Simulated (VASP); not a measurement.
Input of a VASP 6.6.1 run:

INCAR

```
SYSTEM = GaN
PREC     = Accurate       ! precision mode
ENCUT    = 600            ! plane-wave cutoff, eV
EDIFF    = 1E-7           ! SCF threshold, eV
ISMEAR   = 0              ! smearing method
SIGMA    = 0.05           ! smearing width, eV
LREAL    = .FALSE.        ! projectors in reciprocal space
LASPH    = .TRUE.         ! aspherical terms in the spheres
NELM     = 100            ! most SCF steps
ALGO     = Normal         ! electronic algorithm
ISIF     = 4              ! what is computed and relaxed
LWAVE    = .FALSE.        ! write WAVECAR
LCHARG   = .FALSE.        ! write CHGCAR
GGA      = B5             ! functional
ALDAX    = 1.0          
AGGAX    = 1.0          
AGGAC    = 1.0          
ALDAC    = 0.0          
IBRION   = 2              ! ionic algorithm
NSW      = 60             ! ionic steps
EDIFFG   = -0.02          ! ionic threshold
```

KPOINTS

```
regular mesh
0
G
  8 8 6
  0 0 0
```

Contents of POSCAR:

```
GaN
1.0
    3.1771651428      0.0000000001      0.0000000000
   -1.5885825715      2.7515057256      0.0000000000
    0.0000000000      0.0000000000      5.1752186774
Ga N
2 2
Direct
    0.3333333333      0.6666666667     -0.0008277438
    0.6666666667      0.3333333333      0.4991722562
    0.3333333333      0.6666666667      0.3758277438
    0.6666666667      0.3333333333      0.8758277438
```

Potentials or basis: VASP PAW PBE potentials, release 64 (Ga_d, N).

Command:

```bash
$ cat potpaw_PBE.64/Ga_d/POTCAR potpaw_PBE.64/N/POTCAR > POTCAR
$ mpirun -np 1 vasp_std > vasp.out
```

**Question.** What does it give for the band gap on the k mesh?

**Answer.** 2.06 eV, direct.

Stress tensor (GPa, compression positive):
```
14.17  0.00  0.00
 0.00 14.17  0.00
 0.00  0.00 14.50
```

Caveat: the relaxation stopped at its first step, so nothing moved; the PAW data sets were made with another functional, which shifts forces and pressure a little. A hybrid or GW would open this gap; BLYP tends to underestimate it.
